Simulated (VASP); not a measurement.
Runs of VASP 6.6.1 on KCl. The structure is that of space group Fm-3m (No. 225), or close to it. The cells are those of the table. 

```csv
cell,gap on the mesh (eV),pressure (GPa)
"a = 4.450 Å, angles 60.0°, 2 atoms",5.02,(a)
"a = 4.415 Å, angles 60.0°, 2 atoms",5.10,0.0
"a = 4.294 Å, angles 60.0°, 2 atoms",5.38,2.0
"a = 4.166 Å, angles 60.0°, 2 atoms",5.73,5.1
"a = 4.231 Å, angles 60.0°, 2 atoms",5.55,3.3
"a = 4.444 Å, angles 60.0°, 2 atoms",5.03,-0.3
"a = 4.355 Å, angles 60.0°, 2 atoms",5.23,0.9
"a = 4.473 Å, angles 60.0°, 2 atoms",4.97,(b)
```

Alike in all rows: task single point; level PBEsol; potentials or basis VASP PAW PBE potentials, release 64 (K_sv, Cl); no spin polarisation; k mesh 8 × 8 × 8; cutoff (eV) 500; smearing gaussian 0.05 eV.

**Question.** Estimate the missing entries.

**Answer.** (a) -0.4; (b) -0.6.

Caveats: the PAW data sets were made with another functional, which shifts forces and pressure a little; the cell stands under pressure (at least some runs).

A k mesh can miss the band edges.
